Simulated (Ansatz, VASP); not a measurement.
## One calculation of TiB2, two programs

```
Ti B
1.0
     3.03926    0.00000    0.00000
    -1.51963    2.63208    0.00000
     0.00000    0.00000    3.23913
Ti B
1 2
Direct
  0.00000 0.00000 0.00000
  0.33333 0.66667 0.50000
  0.66667 0.33333 0.50000
```

Change from the starting cell: volume scaled by 1.01.

Alike in both runs: task single point; functional PBEsol; k mesh 15 × 15 × 13; occupations fermi-dirac, width 0.08 eV; no spin polarisation.

|  | VASP | Ansatz |
| --- | --- | --- |
| version | VASP 6.6.1 | Ansatz 0.2.0 |
| potentials or method | VASP PAW PBE potentials, release 64 (Ti_sv, B), cutoff 520 eV | all-electron LAPW, scalar-relativistic |

VASP gave:

* pressure (GPa): -7.1
* traceless stress, the component that is largest in VASP (GPa): -1.56

Estimate Ansatz's values.

pressure (GPa): -7.6; traceless stress, the component that is largest in VASP (GPa): -1.45.

VASP's potentials were made for PBE, not for PBEsol. Ansatz ran all-electron here, and VASP with PAW potentials.
